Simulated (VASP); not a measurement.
# Na (Pm-3m) in VASP: a series of runs, part 2 of 2

VASP 6.6.1. The steps go on from the part before.

## Step 5: Relaxation of cell and atoms, LDA, target pressure 22 GPa, at which the enthalpy is minimised

This run uses another cell than the first one, of 17.34 Å³/atom.

INCAR reads:

```
  PREC = Accurate
  ENCUT = 600
  EDIFF = 1E-6
  ISMEAR = -1
  SIGMA = 0.1
  LREAL = False
  LASPH = True
  NELM = 60
  ALGO = Normal
  ISIF = 3
  LWAVE = False
  LCHARG = False
  GGA = CA
  IBRION = 2
  NSW = 60
  EDIFFG = -0.005
  PSTRESS = 220.0
```

KPOINTS reads:

```
Automatic mesh
0
Gamma
  15 15 15
```

POSCAR reads:

```
Na
1.0
    2.5884886260      0.0000000000      0.0000000000
    0.0000000000      2.5884886260      0.0000000000
    0.0000000000      0.0000000000      2.5884886260
Na
1
Direct
    0.0000000000      0.0000000000      0.0000000000
```

Potentials or basis: VASP PAW LDA potentials, release 64 (Na_pv).

Command:

```console
$ cat potpaw_LDA.64/Na_pv/POTCAR > POTCAR
$ mpirun -np 1 vasp_std > vasp.out
```

OUTCAR:

```text
PREC = Accurate
   ENCUT = 600
   EDIFF = 1E-6
   ISMEAR = -1
   LREAL = False
   LASPH = True
   NELM = 60
   ISIF = 3
   GGA = CA
   IBRION = 2
   NSW = 60
   EDIFFG = -0.005
   PSTRESS = 220.0

 ion  position               nearest neighbor table
   1  0.000  0.000  0.000-

  LATTYP: Found a simple cubic cell.
 ALAT       =     2.5884886260

  Lattice vectors:

 A1 = (   2.5884886260,   0.0000000000,   0.0000000000)
 A2 = (   0.0000000000,   2.5884886260,   0.0000000000)
 A3 = (   0.0000000000,   0.0000000000,   2.5884886260)

Analysis of symmetry for initial positions (statically):
=====================================================================
 Subroutine PRICEL returns:
 Original cell was already a primitive cell.

 Routine SETGRP: Setting up the symmetry group for a
 simple cubic supercell.

 Subroutine GETGRP returns: Found 48 space group operations
 (whereof 48 operations were pure point group operations)
 out of a pool of 48 trial point group operations.

The static configuration has the point symmetry O_h .

Analysis of symmetry for dynamics (positions and initial velocities):
=====================================================================
 Subroutine PRICEL returns:
 Original cell was already a primitive cell.

 Routine SETGRP: Setting up the symmetry group for a
 simple cubic supercell.

 Subroutine GETGRP returns: Found 48 space group operations
 (whereof 48 operations were pure point group operations)
 out of a pool of 48 trial point group operations.

The dynamic configuration has the point symmetry O_h .

 Subroutine INISYM returns: Found 48 space group operations
 (whereof 48 operations are pure point group operations),
 and found     1 'primitive' translations

----------------------------------------------------------------------------------------

                                     Primitive cell

  volume of cell :      17.3436

  direct lattice vectors                    reciprocal lattice vectors
     2.588488626  0.000000000  0.000000000     0.386325823  0.000000000  0.000000000
[... 87 lines left out ...]
   NSW    =     60    number of steps for IOM
   IBRION =      2    ionic relax: 0-MD 1-quasi-New 2-CG
   NFREE  =      1    steps in history (QN), initial steepest desc. (CG)
   ISIF   =      3    stress and relaxation
   ISYM   =      2    0-nonsym 1-usesym 2-fastsym
   POTIM  = 0.5000    time-step for ionic-motion
   TEBEG  =    0.0;   TEEND  =   0.0 temperature during run
   PSTRESS=  220.0 pullay stress
   NELECT =       7.0000    total number of electrons
   NUPDOWN=      -1.0000    fix difference up-down
   EMIN   =  10.00;   EMAX   =-10.00  energy-range for DOS
   EFERMI =   0.00;   METHOD = LEGACY
   ISMEAR =    -1;   SIGMA  =   0.10  broadening in eV -4-tet -1-fermi 0-gaus
   EFERMI_NEDOS =   21; number of points for ismear=-14 and -15
   IALGO  =     38    algorithm
   IMIX   =      4    mixing-type and parameters
     AMIX     =   0.40;   BMIX     =  1.00
     AMIX_MAG =   1.60;   BMIX_MAG =  1.00
  volume/ion in A,a.u.               =      17.34       117.04
  Fermi-wavevector in a.u.,A,eV,Ry     =   1.209840  2.286266 19.915020  1.463713
  Thomas-Fermi vector in A             =   2.345405
   LORBIT       =      0    0 simple, 1 ext, 2 COOP (PROOUT), +10 PAW based schemes
   GGA     = CA    functional components
   LHFCALC =     F    Hartree Fock is set to
   AEXX    =    0.0000 exact exchange contribution
   IVDW    =     0    specifies the selected vdW correction
   LEPSILON=     F    determine dielectric tensor
   LRPA    =     F    only Hartree local field effects (RPA)
 conjugate gradient relaxation of ions
 non-spin polarized calculation
  energy-cutoff  :      600.00
  volume of cell :       17.34
 maximum number of plane-waves:       595
 NGX is ok and might be reduce to    24
   NGX = 11   NGY = 11   NGZ = 11

--------------------------------------- Ionic step        1  -------------------------------------------

 number of electron       7.0000003 magnetization

 Free energy of the ion-electron system (eV)
  ---------------------------------------------------
  ext. energy  EPLUGINS =         0.00000000
  ---------------------------------------------------
  free energy    TOTEN  =        -0.68226611 eV

  energy without entropy =       -0.67074383  energy(sigma->0) =       -0.67650497

 E-fermi :   3.4905     XC(G=0):  -9.3043

 val. band max:        3.4182031032   @ k =   0.4000   0.2667   0.0667
 cond. band min:       3.5108501910   @ k =   0.4000   0.2000   0.2000
 fundamental gap:      0.0926470878
 Fermi energy:         3.4904827947

 k-point     1 :       0.0000    0.0000    0.0000
  band No.  band energies     occupation
      1     -21.7244      2.00000
      2     -21.7244      2.00000
      3     -21.7244      2.00000
      4      -1.7342      2.00000
      5      15.5286      0.00000
      6      15.5286      0.00000
      7      20.0104      0.00000
[... 377 lines left out ...]
--------------------------------------- Ionic step        5  -------------------------------------------

 number of electron       7.0000004 magnetization

 Free energy of the ion-electron system (eV)
  ---------------------------------------------------
  ext. energy  EPLUGINS =         0.00000000
  ---------------------------------------------------
  free energy    TOTEN  =        -0.63673696 eV

  energy without entropy =       -0.62528404  energy(sigma->0) =       -0.63101050

 E-fermi :   3.6199     XC(G=0):  -9.3857

 val. band max:        3.5476982816   @ k =   0.4000   0.2667   0.0667
 cond. band min:       3.6415322382   @ k =   0.4000   0.2000   0.2000
 fundamental gap:      0.0938339566
 Fermi energy:         3.6198534144

 k-point     1 :       0.0000    0.0000    0.0000
  band No.  band energies     occupation
      1     -21.6183      2.00000
      2     -21.6183      2.00000
      3     -21.6183      2.00000
      4      -1.6648      2.00000
      5      15.7583      0.00000
      6      15.7583      0.00000
      7      20.3592      0.00000
[... 262 lines left out ...]
  energy  without entropy=       -0.6252840399  energy(sigma->0) =       -0.63101050

  enthalpy is  TOTEN    =         1.6977841949 eV   P V=        2.3345211590

 reached required accuracy - stopping structural energy minimisation
```

OSZICAR:

```text
N       E                     dE             d eps       ncg     rms          rms(c)
DAV:   1     0.194412291853E+02    0.19441E+02   -0.45963E+03  1680   0.114E+03
DAV:   2    -0.483411212749E+00   -0.19925E+02   -0.19917E+02  1848   0.141E+02
DAV:   3    -0.702875673450E+00   -0.21946E+00   -0.21946E+00  2002   0.208E+01
[... 30 lines left out ...]
       N       E                     dE             d eps       ncg     rms          rms(c)
DAV:   1    -0.636765356154E+00   -0.20474E-02   -0.88970E-04  1680   0.703E-01    0.341E-02
DAV:   2    -0.636744756202E+00    0.20600E-04   -0.23710E-05  1708   0.112E-01    0.175E-02
DAV:   3    -0.636737445049E+00    0.73112E-05   -0.10720E-05  1764   0.719E-02    0.171E-03
DAV:   4    -0.636736964018E+00    0.48103E-06   -0.44215E-07   840   0.164E-02
   5 F= 0.16977842E+01 E0= 0.17035107E+01  d E =-.145132E-02
```

Run time: 22 s. Hardware: 1 thread of Intel Xeon 8259CL, shared host; peak memory 0.13 GiB.

Results:

```
Free energy                                                : -0.6367 eV
Relaxed volume                                             : 17.00 Å³/atom
Relaxed cell                                               : a = 2.571 Å, b = 2.571 Å, c = 2.571 Å, α = 90.00°, β = 90.00°, γ = 90.00°
Space group after relaxing (to 0.1 Å)                      : Pm-3m (No. 221)
Energy change on relaxing (the run minimises the enthalpy) : +45.5 meV/atom
Ionic steps                                                : 5
Pressure after relaxing                                    : 22.0 GPa
Band gap on the k mesh                                     : zero (an odd number of electrons rules out a gap without spin polarisation)
```

The path:
```tsv
step	energy change (eV)	largest force (eV/Å)	pressure (GPa)	volume (Å³)
1	0.0000	0.0000	20.42	17.34
2	0.0572	0.0000	22.39	16.92
3	0.0425	0.0000	21.80	17.02
4	0.0475	0.0000	22.13	16.99
5	0.0455	0.0000	21.99	17.00
```

Final structure:
```cif
data_structure
_symmetry_space_group_name_H-M 'P 1'
_symmetry_Int_Tables_number 1
_cell_length_a 2.5714
_cell_length_b 2.5714
_cell_length_c 2.5714
_cell_angle_alpha 90.000
_cell_angle_beta 90.000
_cell_angle_gamma 90.000
_cell_volume 17.00
loop_
_atom_site_label
_atom_site_type_symbol
_atom_site_fract_x
_atom_site_fract_y
_atom_site_fract_z
_atom_site_occupancy
Na1 Na 0.00000 0.00000 0.00000 1
```

Caveat: the cell is relaxed towards a set pressure, so the run minimises the enthalpy, not the energy.

## Step 6: The runs side by side

```tsv
task	cell	cutoff (eV)	gap on the mesh (eV)	pressure (GPa)
single point	a = 2.571 Å, 1 atom	520	none	21.9
relaxation of cell and atoms	relaxed to 22 GPa from a = 2.571 Å, 1 atom	600	none	22.0
relaxation of cell and atoms	relaxed to 22 GPa from a = 2.588 Å, 1 atom	600	none	22.0
```

Alike in all rows: level LDA; potentials or basis VASP PAW LDA potentials, release 64 (Na_pv); no spin polarisation; k mesh 15 × 15 × 15; smearing fermi-dirac 0.1 eV.

Caveats: the cell is relaxed towards a set pressure, so the run minimises the enthalpy, not the energy (at least some runs); the cell stands under pressure (at least some runs).

Absolute energies hang on the potentials; compare differences alone.

The gap in the log of VASP goes by the Fermi energy; the results here count the filled bands.